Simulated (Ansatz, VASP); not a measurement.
Two plane-wave programs on Rb

```
CELL_PARAMETERS angstrom
-2.67175 2.67175 2.30091
2.67175 -2.67175 2.30091
2.67175 2.67175 -2.30091
ATOMIC_POSITIONS crystal
Rb 0.00000 0.00000 0.00000
```

Alike in both runs: task single point; functional LDA; k mesh 14 × 14 × 14; occupations gaussian, width 0.15 eV; no spin polarisation.

|  | VASP | Ansatz |
| --- | --- | --- |
| version | VASP 6.6.1 | Ansatz 0.2.0 |
| potentials or method | VASP PAW LDA potentials, release 64 (Rb_sv), cutoff 520 eV | scalar-relativistic, plane waves, PAW |
| valence electrons in the cell | 9 | 9 |

|  | VASP | Ansatz | Ansatz less VASP |
| --- | --- | --- | --- |
| gap on the k mesh at the Fermi level (eV) | none | none | - |
| pressure (GPa) | 0.8 | 0.8 | 0.00 |
| traceless stress, the component that is largest in VASP (GPa) | 0.21 | 0.21 | -0.001 |

LDA's correlation is that of Perdew and Zunger in VASP and of Perdew and Wang (1992) in Ansatz. A gap of «none» marks a metal or a gap that the smearing closes.
